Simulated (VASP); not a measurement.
# AlN (F-43m) in VASP: further runs

AlN is run at these levels: PBE, r2SCAN+rVV10; tasks: relaxation of cell and atoms.

All numbers are computed with VASP 6.6.1; they aren't measurements. Logs are shortened: lines on timing, memory, paths and dates and some standing lists are left out, and cuts for length are marked.

### 1 The cell of the first run

The structure is cubic, space group F-43m (No. 216). The conventional cell has a = 4.368 Å, b = 4.368 Å, c = 4.368 Å, α = 90.00°, β = 90.00°, γ = 90.00°. Within 2.5 Å of Al (site symmetry -43m) lie 4 N at 1.89 Å. Within 2.5 Å of N (site symmetry -43m) lie 4 Al at 1.89 Å.

### 2 Relaxation of cell and atoms, PBE

Contents of INCAR:

```
PREC     = Accurate       # precision mode
ENCUT    = 600            # plane-wave cutoff, eV
EDIFF    = 1E-6           # SCF threshold, eV
ISMEAR   = 0              # smearing method
SIGMA    = 0.01           # smearing width, eV
LREAL    = False          # projectors in reciprocal space
LASPH    = True           # aspherical terms in the spheres
NELM     = 60             # most SCF steps
ALGO     = Normal         # electronic algorithm
ISIF     = 3              # what is computed and relaxed
LWAVE    = False          # write WAVECAR
LCHARG   = False          # write CHGCAR
GGA      = PE             # functional
IBRION   = 2              # ionic algorithm
NSW      = 80             # ionic steps
EDIFFG   = -0.01          # ionic threshold
```

Contents of KPOINTS:

```
regular mesh
0
Gamma
  7 7 7
```

Contents of POSCAR:

```
AlN
1.0
    0.0000000000      2.1839900000      2.1839900000
    2.1839900000      0.0000000000      2.1839900000
    2.1839900000      2.1839900000      0.0000000000
Al N
1 1
Direct
    0.0000000000      0.0000000000      0.0000000000
    0.7500000000      0.7500000000      0.7500000000
```

Potentials or basis: VASP PAW PBE potentials, release 64 (Al, N).

Started as:

```console
> cat potpaw_PBE.64/Al/POTCAR potpaw_PBE.64/N/POTCAR > POTCAR
> mpirun -np 1 vasp_std > vasp.out
```

OUTCAR:

```text
PREC = Accurate
   ENCUT = 600
   EDIFF = 1E-6
   ISMEAR = 0
   LREAL = False
   LASPH = True
   NELM = 60
   ISIF = 3
   GGA = PE
   IBRION = 2
   NSW = 80
   EDIFFG = -0.01

 ion  position               nearest neighbor table
   1  0.000  0.000  0.000-   2 1.89   2 1.89   2 1.89   2 1.89
   2  0.750  0.750  0.750-   1 1.89   1 1.89   1 1.89   1 1.89

  LATTYP: Found a face centered cubic cell.
 ALAT       =     4.3679800000

  Lattice vectors:

 A1 = (   0.0000000000,   2.1839900000,   2.1839900000)
 A2 = (   2.1839900000,   0.0000000000,   2.1839900000)
 A3 = (   2.1839900000,   2.1839900000,   0.0000000000)

Analysis of symmetry for initial positions (statically):
=====================================================================
 Subroutine PRICEL returns:
 Original cell was already a primitive cell.

 Routine SETGRP: Setting up the symmetry group for a
 face centered cubic supercell.

 Subroutine GETGRP returns: Found 24 space group operations
 (whereof 24 operations were pure point group operations)
 out of a pool of 48 trial point group operations.

The static configuration has the point symmetry T_d .

Analysis of symmetry for dynamics (positions and initial velocities):
=====================================================================
 Subroutine PRICEL returns:
 Original cell was already a primitive cell.

 Routine SETGRP: Setting up the symmetry group for a
 face centered cubic supercell.

 Subroutine GETGRP returns: Found 24 space group operations
 (whereof 24 operations were pure point group operations)
 out of a pool of 48 trial point group operations.

The dynamic configuration has the point symmetry T_d .

 Subroutine INISYM returns: Found 24 space group operations
 (whereof 24 operations are pure point group operations),
 and found     1 'primitive' translations

----------------------------------------------------------------------------------------

                                     Primitive cell

  volume of cell :      20.8344

  direct lattice vectors                    reciprocal lattice vectors
     0.000000000  2.183990000  2.183990000    -0.228938777  0.228938777  0.228938777
     2.183990000  0.000000000  2.183990000     0.228938777 -0.228938777  0.228938777
     2.183990000  2.183990000  0.000000000     0.228938777  0.228938777 -0.228938777

  length of vectors
     3.088628278  3.088628278  3.088628278     0.396533594  0.396533594  0.396533594

  position of ions in fractional coordinates (direct lattice)
     0.000000000  0.000000000  0.000000000
     0.750000000  0.750000000  0.750000000

  ion indices of the primitive-cell ions
   primitive index   ion index
                 1           1
                 2           2

----------------------------------------------------------------------------------------

 KPOINTS: regular mesh

Automatic generation of k-mesh.
 Grid dimensions read from file:
 generate k-points for:    7    7    7

 Generating k-lattice:

  Cartesian coordinates                     Fractional coordinates (reciprocal lattice)
    -0.032705540  0.032705540  0.032705540     0.142857143  0.000000000  0.000000000
     0.032705540 -0.032705540  0.032705540     0.000000000  0.142857143  0.000000000
     0.032705540  0.032705540 -0.032705540     0.000000000  0.000000000  0.142857143

  Length of vectors
     0.056647656  0.056647656  0.056647656

  Shift w.r.t. Gamma in fractional coordinates (k-lattice)
     0.000000000  0.000000000  0.000000000

 Subroutine IBZKPT returns following result:
 ===========================================

 Found     20 irreducible k-points:

 Following reciprocal coordinates:
            Coordinates               Weight
  0.000000  0.000000  0.000000      1.000000
  0.142857  0.000000  0.000000      8.000000
  0.285714  0.000000  0.000000      8.000000
  0.428571  0.000000  0.000000      8.000000
  0.142857  0.142857  0.000000      6.000000
  0.285714  0.142857  0.000000     24.000000
[... 12 lines left out ...]
 -0.428571  0.428571  0.142857     24.000000
 -0.285714  0.428571  0.142857     24.000000
   k-points           NKPTS =     20   k-points in BZ     NKDIM =     20   number of bands    NBANDS=      8
   number of dos      NEDOS =    301   number of ions     NIONS =      2
   total plane-waves  NPLWV =  21952
   dimension x,y,z NGX =    28 NGY =   28 NGZ =   28
   dimension x,y,z NGXF=    56 NGYF=   56 NGZF=   56
   ions per type =               1   1
   NGX,Y,Z   is equivalent  to a cutoff of  15.07, 15.07, 15.07 a.u.
   NGXF,Y,Z  is equivalent  to a cutoff of  30.14, 30.14, 30.14 a.u.
 SYSTEM =  unknown system
   PREC   = accura    normal or accurate (medium, high low for compatibility)
   ISTART =      0    job   : 0-new  1-cont  2-samecut
   ICHARG =      2    charge: 1-file 2-atom 10-const
   ISPIN  =      1    spin polarized calculation?
   LNONCOLLINEAR =      F non collinear calculations
   LSORBIT =      F    spin-orbit coupling
   LASPH  =      T    aspherical Exc in radial PAW
   ENCUT  =  600.0 eV  44.10 Ry    6.64 a.u.   6.17  6.17  6.17*2*pi/ulx,y,z
   NELM   =     60;   NELMIN=  2; NELMDL= -5     # of ELM steps
   EDIFF  = 0.1E-05   stopping-criterion for ELM
   LREAL  =      F    real-space projection
   EDIFFG = -.1E-01   stopping-criterion for IOM
   NSW    =     80    number of steps for IOM
   IBRION =      2    ionic relax: 0-MD 1-quasi-New 2-CG
   NFREE  =      1    steps in history (QN), initial steepest desc. (CG)
   ISIF   =      3    stress and relaxation
   ISYM   =      2    0-nonsym 1-usesym 2-fastsym
   POTIM  = 0.5000    time-step for ionic-motion
   TEBEG  =    0.0;   TEEND  =   0.0 temperature during run
   PSTRESS=    0.0 pullay stress
   NELECT =       8.0000    total number of electrons
   NUPDOWN=      -1.0000    fix difference up-down
   EMIN   =  10.00;   EMAX   =-10.00  energy-range for DOS
   EFERMI =   0.00;   METHOD = LEGACY
   ISMEAR =     0;   SIGMA  =   0.01  broadening in eV -4-tet -1-fermi 0-gaus
   EFERMI_NEDOS =   21; number of points for ismear=-14 and -15
   IALGO  =     38    algorithm
   IMIX   =      4    mixing-type and parameters
     AMIX     =   0.40;   BMIX     =  1.00
     AMIX_MAG =   1.60;   BMIX_MAG =  1.00
  volume/ion in A,a.u.               =      10.42        70.30
  Fermi-wavevector in a.u.,A,eV,Ry     =   1.189901  2.248587 19.264006  1.415865
  Thomas-Fermi vector in A             =   2.325998
   LORBIT       =      0    0 simple, 1 ext, 2 COOP (PROOUT), +10 PAW based schemes
   GGA     = PE    functional components
   LHFCALC =     F    Hartree Fock is set to
   AEXX    =    0.0000 exact exchange contribution
   IVDW    =     0    specifies the selected vdW correction
   LEPSILON=     F    determine dielectric tensor
   LRPA    =     F    only Hartree local field effects (RPA)
 conjugate gradient relaxation of ions
 non-spin polarized calculation
 Gauss-broadening in eV      SIGMA  =   0.01
  energy-cutoff  :      600.00
  volume of cell :       20.83
 maximum number of plane-waves:       725
 NGX is ok and might be reduce to    28
   NGX = 13   NGY = 13   NGZ = 13

--------------------------------------- Ionic step        1  -------------------------------------------

 number of electron       7.9999999 magnetization

 Free energy of the ion-electron system (eV)
  ---------------------------------------------------
  ext. energy  EPLUGINS =         0.00000000
  ---------------------------------------------------
  free energy    TOTEN  =       -14.84148014 eV

  energy without entropy =      -14.84148014  energy(sigma->0) =      -14.84148014

------------------------ aborting loop because EDIFF is reached ----------------------------------------

  FORCE on cell =-STRESS in cart. coord.  units (eV):
  Direction    XX          YY          ZZ          XY          YZ          ZX
  --------------------------------------------------------------------------------------
  -------------------------------------------------------------------------------------
  Total        0.5818381      0.5818381      0.5818381      0.0000000      0.0000000      0.0000000
  in kB       44.7435911     44.7435911     44.7435911      0.0000000      0.0000000      0.0000000
  external PRESSURE =      44.7435911 kB  Pullay stress =       0.0000000 kB

 VOLUME and BASIS-vectors are now :
 -----------------------------------------------------------------------------
  energy-cutoff  :      600.00
  volume of cell :       20.83
      direct lattice vectors                 reciprocal lattice vectors
     0.000000000  2.183990000  2.183990000    -0.228938777  0.228938777  0.228938777
     2.183990000  0.000000000  2.183990000     0.228938777 -0.228938777  0.228938777
     2.183990000  2.183990000  0.000000000     0.228938777  0.228938777 -0.228938777

 POSITION                                       TOTAL-FORCE (eV/Angst)
 -----------------------------------------------------------------------------------
      0.00000      0.00000      0.00000        -0.000000     -0.000000     -0.000000
      3.27599      3.27599      3.27599         0.000000      0.000000      0.000000
 -----------------------------------------------------------------------------------
    total drift:                               -0.000000     -0.000000     -0.000000

  FREE ENERGIE OF THE ION-ELECTRON SYSTEM (eV)
  ---------------------------------------------------
  free  energy   TOTEN  =       -14.8414801433 eV
[... 17 lines left out ...]
 VOLUME and BASIS-vectors are now :
 -----------------------------------------------------------------------------
  energy-cutoff  :      600.00
  volume of cell :       21.72
      direct lattice vectors                 reciprocal lattice vectors
     0.000000000  2.214641662  2.214641662    -0.225770159  0.225770159  0.225770159
     2.214641662  0.000000000  2.214641662     0.225770159 -0.225770159  0.225770159
     2.214641662  2.214641662  0.000000000     0.225770159  0.225770159 -0.225770159

 POSITION                                       TOTAL-FORCE (eV/Angst)
 -----------------------------------------------------------------------------------
      4.42928      4.42928      4.42928        -0.000000     -0.000000     -0.000000
      3.32196      3.32196      3.32196         0.000000      0.000000      0.000000
 -----------------------------------------------------------------------------------
    total drift:                               -0.000000     -0.000000     -0.000000

  FREE ENERGIE OF THE ION-ELECTRON SYSTEM (eV)
  ---------------------------------------------------
  free  energy   TOTEN  =       -14.8429144988 eV

  energy  without entropy=      -14.8429144988  energy(sigma->0) =      -14.84291450

--------------------------------------- Ionic step        3  -------------------------------------------

 number of electron       8.0000000 magnetization

 Free energy of the ion-electron system (eV)
  ---------------------------------------------------
  ext. energy  EPLUGINS =         0.00000000
  ---------------------------------------------------
  free energy    TOTEN  =       -14.84785630 eV

  energy without entropy =      -14.84785630  energy(sigma->0) =      -14.84785630

 E-fermi :   5.8858     XC(G=0): -10.8373

 val. band max:        5.7628469368   @ k =   0.0000   0.0000   0.0000
 cond. band min:       9.3639646971   @ k =   0.4286   0.4286   0.0000
 fundamental gap:      3.6011177603
 Fermi energy:         5.8858265481

 k-point     1 :       0.0000    0.0000    0.0000
  band No.  band energies     occupation
      1      -9.0913      2.00000
      2       5.7628      2.00000
      3       5.7628      2.00000
      4       5.7628      2.00000
      5       9.7640      0.00000
      6      18.1051      0.00000
      7      18.1051      0.00000
      8      18.1051      0.00000

 k-point     2 :       0.1429    0.0000    0.0000
  band No.  band energies     occupation
      1      -8.8041      2.00000
      2       4.3073      2.00000
      3       5.6630      2.00000
      4       5.6630      2.00000
      5      10.9193      0.00000
      6      17.3933      0.00000
      7      18.2888      0.00000
      8      18.2888      0.00000

 k-point     3 :       0.2857    0.0000    0.0000
  band No.  band energies     occupation
      1      -8.0458      2.00000
      2       1.9679      2.00000
      3       5.4566      2.00000
      4       5.4566      2.00000
      5      12.3036      0.00000
      6      16.2788      0.00000
      7      17.6611      0.00000
      8      17.6611      0.00000
[... 198 lines left out ...]
 VOLUME and BASIS-vectors are now :
 -----------------------------------------------------------------------------
  energy-cutoff  :      600.00
  volume of cell :       21.30
      direct lattice vectors                 reciprocal lattice vectors
     0.000000000  2.200185390  2.200185390    -0.227253577  0.227253577  0.227253577
     2.200185390  0.000000000  2.200185390     0.227253577 -0.227253577  0.227253577
     2.200185390  2.200185390  0.000000000     0.227253577  0.227253577 -0.227253577

 POSITION                                       TOTAL-FORCE (eV/Angst)
 -----------------------------------------------------------------------------------
      0.00000      0.00000      0.00000        -0.000000      0.000000     -0.000000
      3.30028      3.30028      3.30028         0.000000     -0.000000      0.000000
 -----------------------------------------------------------------------------------
    total drift:                               -0.000000     -0.000000     -0.000000

  FREE ENERGIE OF THE ION-ELECTRON SYSTEM (eV)
  ---------------------------------------------------
  free  energy   TOTEN  =       -14.8478563048 eV

  energy  without entropy=      -14.8478563048  energy(sigma->0) =      -14.84785630

 reached required accuracy - stopping structural energy minimisation
```

Run time: 22 s. Hardware: 1 thread of Intel Xeon 8259CL, shared host; peak memory 0.15 GiB.

What came out:

| Property | Result |
| --- | --- |
| Free energy | -14.8479 eV |
| Relaxed volume | 10.65 Å³/atom |
| Relaxed cell | a = 3.112 Å, b = 3.112 Å, c = 3.112 Å, α = 60.00°, β = 60.00°, γ = 60.00° |
| Space group after relaxing (to 0.05 Å) | F-43m (No. 216) |
| Energy gained by relaxing | 3.2 meV/atom |
| Ionic steps | 3 |
| Pressure after relaxing | 0.0 GPa |
| Band gap on the k mesh | 3.60 eV, indirect (least direct gap 4.00 eV) |

The path:
```
step  energy change (eV)  largest force (eV/Å)  pressure (GPa)  volume (Å³)
   1              0.0000                0.0000            4.47        20.83
   2             -0.0014                0.0000           -3.69        21.72
   3             -0.0064                0.0000            0.00        21.30
```

Final structure:
```
CELL_PARAMETERS angstrom
0.00000 2.20019 2.20019
2.20019 0.00000 2.20019
2.20019 2.20019 0.00000
ATOMIC_POSITIONS crystal
Al 0.00000 0.00000 0.00000
N 0.75000 0.75000 0.75000
```

A k mesh can miss the band edges. Expect the measured gap to be larger: semilocal functionals such as PBE lack the derivative discontinuity.

### 3 Relaxation of cell and atoms, r2SCAN+rVV10

POSCAR is that of step 2.

Contents of INCAR.step1:

```
SYSTEM = AlN
PREC = Accurate
ENCUT = 600
ISMEAR = 0
SIGMA = 0.01
LREAL = .FALSE.
LASPH = .TRUE.
NELM = 100
GGA = PE
ALGO = Normal
EDIFF = 1E-4
LWAVE = .TRUE.
LCHARG = .FALSE.
```

Contents of INCAR.step2:

```
SYSTEM = AlN
PREC = Accurate
ENCUT = 600
EDIFF = 1E-6
ISMEAR = 0
SIGMA = 0.01
LREAL = .FALSE.
LASPH = .TRUE.
NELM = 100
ALGO = Normal
ISIF = 3
LWAVE = .FALSE.
LCHARG = .FALSE.
METAGGA = R2SCAN
LMIXTAU = .TRUE.
LUSE_VDW = .TRUE.
IVDW_NL = 2
BPARAM = 11.95
CPARAM = 0.0093
IBRION = 2
NSW = 80
EDIFFG = -0.01
ISTART = 1
```

Contents of KPOINTS:

```
Automatic mesh
0
G
  7 7 7
  0 0 0
```

Potentials or basis: VASP PAW PBE potentials, release 64 (Al, N).

Started as:

```console
> cat potpaw_PBE.64/Al/POTCAR potpaw_PBE.64/N/POTCAR > POTCAR
> cp INCAR.step1 INCAR
> mpirun -np 1 vasp_std > vasp.out
> cp INCAR.step2 INCAR
> mpirun -np 1 vasp_std > vasp.out
```

It took 5 min on 1 thread of Intel Xeon 8259CL, shared host; peak memory 0.26 GiB.

Results (log left out):

```
Free energy                            : -18.9933 eV
Relaxed volume                         : 10.38 Å³/atom
Relaxed cell                           : a = 3.085 Å, b = 3.085 Å, c = 3.085 Å, α = 60.00°, β = 60.00°, γ = 60.00°
Space group after relaxing (to 0.05 Å) : F-43m (No. 216)
Energy gained by relaxing              : 0.1 meV/atom
Ionic steps                            : 3
Pressure after relaxing                : -0.1 GPa
Band gap on the k mesh                 : 4.20 eV, indirect (least direct gap 4.88 eV)
```

Step by step:
| step | energy change (eV) | largest force (eV/Å) | pressure (GPa) | volume (Å³) |
| --- | --- | --- | --- | --- |
| 1 | 0.0000 | 0.0000 | -0.76 | 20.83 |
| 2 | 0.0000 | 0.0000 | 0.77 | 20.69 |
| 3 | -0.0002 | 0.0000 | -0.07 | 20.77 |

Final structure:
```
Al N
1.0
     0.00000    2.18163    2.18163
     2.18163    0.00000    2.18163
     2.18163    2.18163    0.00000
Al N
1 1
Direct
  0.00000 0.00000 0.00000
  0.75000 0.75000 0.75000
```

Levels at points of the mesh, in eV from the valence-band top:
```
           k point  band 1  band 2  band 3  band 4  band 5  band 6  band 7  band 8
(0.00, 0.00, 0.00)  -15.77    0.00    0.00    0.00    4.88   13.53   13.53   13.53
```

Caveat: the PAW data sets were made with another functional, which shifts forces and pressure a little.
